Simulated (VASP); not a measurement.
Wanted: the native input for a VASP 6.6.1 run.

| Property | Result |
| --- | --- |
| Task | single point |
| Functional | PBE |
| Potentials or basis | VASP PAW PBE potentials, release 64 (Mg, O) |
| Cutoff | 520 eV |
| k mesh | 9 × 9 × 6 |
| Occupations | gaussian, width 0.05 eV |
| Spin | no spin polarisation |
| Dipole correction | no |
| Further INCAR settings | ALGO = Normal; EDIFF = 1e-06; NBANDS = 16 |

The structure of MgO lies in POSCAR:

```
MgO
1.0
    3.5213164829      0.0000000000      0.0000000000
   -1.7606582415      3.0495495290      0.0000000000
    0.0000000000      0.0000000000      4.4090000000
Mg O
2 2
Direct
    0.6666666667      0.3333333333      0.7500000000
    0.3333333333      0.6666666667      0.2500000000
    0.6666666667      0.3333333333      0.2500000000
    0.3333333333      0.6666666667      0.7500000000
```

These files were run (other wordings do the same):

INCAR

```
SYSTEM = MgO
PREC = Accurate
ENCUT = 520
EDIFF = 1E-6
ISMEAR = 0
SIGMA = 0.05
LREAL = .False.
LASPH = .True.
NELM = 80
ALGO = Normal
ISIF = 2
LWAVE = .False.
LCHARG = .False.
GGA = PE
NBANDS = 16
```

KPOINTS

```
regular mesh
0
Gamma
  9 9 6
  0 0 0
```

Potentials or basis: VASP PAW PBE potentials, release 64 (Mg, O).

Launch:

```sh
$ cat potpaw_PBE.64/Mg/POTCAR potpaw_PBE.64/O/POTCAR > POTCAR
$ mpirun -np 1 vasp_std > vasp.out
```

It gave:

```json
{"Pressure": "-4.9 GPa", "Band gap on the k mesh": "3.00 eV, direct"}
```

Wall time 30 s on 1 thread of AMD EPYC 9R45 (Zen 5), with other jobs on the host, peak memory 0.15 GiB.
